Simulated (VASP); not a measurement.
# MoS2 in VASP: single point with PBE0

Aim: the single point of MoS2 with PBE0.

All numbers are computed with VASP 6.6.1; they aren't measurements. Logs are shortened: lines on timing, memory, paths and dates and some standing lists are left out, and cuts for length are marked.

## (1) The cell of the first run

The cell holds a slab with vacuum, 3 atoms: a = 3.184 Å, b = 3.184 Å, c = 17.335 Å, α = 90.00°, β = 90.00°, γ = 120.00°.

## (2) Single point, PBE0

Contents of POSCAR:

```
MoS2
1.0
    3.1841260822      0.0000000000      0.0000000000
   -1.5920630411      2.7575340760      0.0000000000
    0.0000000000      0.0000000000     17.3345999500
Mo S
1 2
Direct
    0.0000000000      0.0000000000      0.0000000000
    0.3333333333      0.6666666667      0.9105070200
    0.3333333333      0.6666666667      0.0894929800
```

Contents of INCAR.step1:

```
SYSTEM = MoS2
ALGO = Normal ; EDIFF = 1E-5
ENCUT = 520 ; GGA = PE
ISIF = 2 ; ISMEAR = 0
KPAR = 4 ; LASPH = .True.
LCHARG = .False. ; LREAL = .False.
LWAVE = .True. ; NBANDS = 20
NELM = 80 ; PREC = Accurate
SIGMA = 0.01
```

Contents of INCAR.step2:

```
SYSTEM = MoS2
AEXX = 0.25 ; ALGO = Normal
EDIFF = 1E-7 ; ENCUT = 520
GGA = PE ; ISIF = 2
ISMEAR = 0 ; ISTART = 1
KPAR = 4 ; LASPH = .True.
LCHARG = .False. ; LHFCALC = .True.
LREAL = .False. ; LWAVE = .False.
NBANDS = 20 ; NELM = 80
PREC = Accurate ; PRECFOCK = Normal
SIGMA = 0.01
```

Contents of KPOINTS:

```
k-points
0
Gamma
  6 6 2
  0 0 0
```

Potentials or basis: VASP PAW PBE potentials, release 64 (Mo_sv, S).

Started as:

```bash
cat potpaw_PBE.64/Mo_sv/POTCAR potpaw_PBE.64/S/POTCAR > POTCAR
cp INCAR.step1 INCAR
mpirun -np 4 vasp_std > vasp.out
cp INCAR.step2 INCAR
mpirun -np 4 vasp_std > vasp.out
```

OUTCAR:

```text
SYSTEM = MoS2
   AEXX = 0.25
   EDIFF = 1E-7
   ENCUT = 520
   GGA = PE
   ISIF = 2
   ISMEAR = 0
   ISTART = 1
   LASPH = .True.
   LHFCALC = .True.
   LREAL = .False.
   NELM = 80
   PREC = Accurate
   PRECFOCK = Normal

 ion  position               nearest neighbor table
   1  0.000  0.000  0.000-   2 2.41   3 2.41   2 2.41   3 2.41   2 2.41   3 2.41
   2  0.333  0.667  0.911-   1 2.41   1 2.41   1 2.41
   3  0.333  0.667  0.089-   1 2.41   1 2.41   1 2.41

  LATTYP: Found a hexagonal cell.
 ALAT       =     3.1841260822
 C/A-ratio  =     5.4440683260

  Lattice vectors:

 A1 = (   3.1841260822,   0.0000000000,   0.0000000000)
 A2 = (  -1.5920630411,   2.7575340760,   0.0000000000)
 A3 = (   0.0000000000,   0.0000000000,  17.3345999500)

Analysis of symmetry for initial positions (statically):
=====================================================================
 Subroutine PRICEL returns:
 Original cell was already a primitive cell.

 Routine SETGRP: Setting up the symmetry group for a
 hexagonal supercell.

 Subroutine GETGRP returns: Found 12 space group operations
 (whereof 12 operations were pure point group operations)
 out of a pool of 24 trial point group operations.

The static configuration has the point symmetry D_3h.

Analysis of symmetry for dynamics (positions and initial velocities):
=====================================================================
 Subroutine PRICEL returns:
 Original cell was already a primitive cell.

 Routine SETGRP: Setting up the symmetry group for a
 hexagonal supercell.

 Subroutine GETGRP returns: Found 12 space group operations
 (whereof 12 operations were pure point group operations)
 out of a pool of 24 trial point group operations.

The dynamic configuration has the point symmetry D_3h.

 Subroutine INISYM returns: Found 12 space group operations
 (whereof 12 operations are pure point group operations),
 and found     1 'primitive' translations

----------------------------------------------------------------------------------------

                                     Primitive cell

  volume of cell :     152.2036

  direct lattice vectors                    reciprocal lattice vectors
[... 81 lines left out ...]
   NSW    =      0    number of steps for IOM
   IBRION =     -1    ionic relax: 0-MD 1-quasi-New 2-CG
   NFREE  =      0    steps in history (QN), initial steepest desc. (CG)
   ISIF   =      2    stress and relaxation
   ISYM   =      3    0-nonsym 1-usesym 2-fastsym
   POTIM  = 0.5000    time-step for ionic-motion
   TEBEG  =    0.0;   TEEND  =   0.0 temperature during run
   PSTRESS=    0.0 pullay stress
   NELECT =      26.0000    total number of electrons
   NUPDOWN=      -1.0000    fix difference up-down
   EMIN   =  10.00;   EMAX   =-10.00  energy-range for DOS
   EFERMI =   0.00;   METHOD = LEGACY
   ISMEAR =     0;   SIGMA  =   0.01  broadening in eV -4-tet -1-fermi 0-gaus
   EFERMI_NEDOS =   21; number of points for ismear=-14 and -15
   IALGO  =     38    algorithm
   IMIX   =      1    mixing-type and parameters
     AMIX     =   0.40;   BMIX     =  1.00
     AMIX_MAG =   1.60;   BMIX_MAG =  1.00
  volume/ion in A,a.u.               =      50.73       342.37
  Fermi-wavevector in a.u.,A,eV,Ry     =   0.908359  1.716550 11.226391  0.825116
  Thomas-Fermi vector in A             =   2.032276
   LORBIT       =      0    0 simple, 1 ext, 2 COOP (PROOUT), +10 PAW based schemes
   GGA     = PE    functional components
   LHFCALC =     T    Hartree Fock is set to
   PRECFOCK=normal    Normal, Fast or Accurate (Low or Medium for compatibility)
   ENCUT4O =  -1.0   cutoff for four orbital integrals eV
   NKREDX  =     1    reduce k-point grid by
   NKREDY  =     1    reduce k-point grid by
   NKREDZ  =     1    reduce k-point grid by
   AEXX    =    0.2500 exact exchange contribution
   HFSCREEN=    0.0000 screening length (either q_TF or 0.3 A-1)
   HFSCREENC=   0.0000 screening length for correlation (either q_TF or 0.3 A-1)
   ENCUTFOCK=  -1.0 apply spherical cutoff to Coloumb kernel
   IVDW    =     0    specifies the selected vdW correction
   LEPSILON=     F    determine dielectric tensor
   LRPA    =     F    only Hartree local field effects (RPA)
 non-spin polarized calculation
 Gauss-broadening in eV      SIGMA  =   0.01
  energy-cutoff  :      520.00
  volume of cell :      152.20
 maximum number of plane-waves:      4124
 NGX is ok and might be reduce to    24
  NGX = 18; NGY = 18; NGZ = 98

 number of electron      25.9999999 magnetization

 Free energy of the ion-electron system (eV)
  ---------------------------------------------------
  ext. energy  EPLUGINS =         0.00000000
  ---------------------------------------------------
  free energy    TOTEN  =       -28.40917646 eV

  energy without entropy =      -28.40917646  energy(sigma->0) =      -28.40917646

 E-fermi :  -2.1142     XC(G=0):  -3.3976

 val. band max:       -2.2235897668   @ k =   0.3333   0.3333   0.0000
 cond. band min:       0.5867717854   @ k =   0.3333   0.3333   0.0000
 fundamental gap:      2.8103615522
 Fermi energy:        -2.1142488348

 k-point     1 :       0.0000    0.0000    0.0000
  band No.  band energies     occupation
      1     -67.1944      2.00000
      2     -39.9078      2.00000
      3     -39.6682      2.00000
      4     -39.6682      2.00000
      5     -18.0052      2.00000
      6     -16.5172      2.00000
[... 311 lines left out ...]
     19       7.1173      0.00000
     20       9.0245      0.00000

------------------------ aborting loop because EDIFF is reached ----------------------------------------

  FORCE on cell =-STRESS in cart. coord.  units (eV):
  Direction    XX          YY          ZZ          XY          YZ          ZX
  --------------------------------------------------------------------------------------
  -------------------------------------------------------------------------------------
  Total       -1.4577324     -1.4577324     -1.0229193      0.0000000     -0.0000000      0.0000000
  in kB      -15.3448773    -15.3448773    -10.7677999      0.0000000     -0.0000000      0.0000000
  external PRESSURE =     -13.8191848 kB  Pullay stress =       0.0000000 kB

 VOLUME and BASIS-vectors are now :
 -----------------------------------------------------------------------------
  energy-cutoff  :      520.00
  volume of cell :      152.20
      direct lattice vectors                 reciprocal lattice vectors
     3.184126082  0.000000000  0.000000000     0.314057915  0.181321422  0.000000000
    -1.592063041  2.757534076  0.000000000     0.000000000  0.362642844  0.000000000
     0.000000000  0.000000000 17.334599950     0.000000000  0.000000000  0.057688092

 POSITION                                       TOTAL-FORCE (eV/Angst)
 -----------------------------------------------------------------------------------
      0.00000      0.00000      0.00000         0.000000     -0.000000      0.000000
     -0.00000      1.83836     15.78327        -0.000000     -0.000000      0.313924
     -0.00000      1.83836      1.55133        -0.000000      0.000000     -0.313924
 -----------------------------------------------------------------------------------
    total drift:                                0.000000     -0.000000     -0.000000

  FREE ENERGIE OF THE ION-ELECTRON SYSTEM (eV)
  ---------------------------------------------------
  free  energy   TOTEN  =       -28.4091764566 eV

  energy  without entropy=      -28.4091764566  energy(sigma->0) =      -28.40917646
```

OSZICAR.step1:

```text
N       E                     dE             d eps       ncg     rms          rms(c)
DAV:   1     0.158513709922E+03    0.15851E+03   -0.12311E+04   696   0.108E+03
DAV:   2    -0.121747258212E+02   -0.17069E+03   -0.16676E+03   752   0.253E+02
DAV:   3    -0.231735141207E+02   -0.10999E+02   -0.10900E+02   736   0.561E+01
[... 12 lines left out ...]
DAV:  16    -0.218491317634E+02   -0.35048E-04   -0.15339E-05   556   0.149E-02    0.316E-03
DAV:  17    -0.218491835081E+02   -0.51745E-04   -0.31043E-06   492   0.866E-03    0.193E-03
DAV:  18    -0.218492119277E+02   -0.28420E-04   -0.82491E-07   440   0.316E-03    0.243E-03
DAV:  19    -0.218492338904E+02   -0.21963E-04   -0.16407E-06   484   0.349E-03    0.636E-04
DAV:  20    -0.218492377180E+02   -0.38276E-05   -0.15680E-07   380   0.132E-03
   1 F= -.21849238E+02 E0= -.21849238E+02  d E =-.744658E-21
```

It took 56 min on 4 MPI ranks of Oxide Virtual Turin-like, shared host; peak memory 0.31 GiB.

What came out:

| Property | Result |
| --- | --- |
| Free energy | -28.4092 eV |
| Largest force | 0.314 eV/Å |
| Band gap on the k mesh | 2.81 eV |

Forces in eV/Å, atoms in the order of the input:
```
Mo   0.000  0.000  0.000
S    0.000  0.000  0.314
S    0.000  0.000 -0.314
```

Caveat: there is no dipole correction, which matters where the two faces differ; the PAW data sets were made with another functional, which shifts forces and pressure a little.
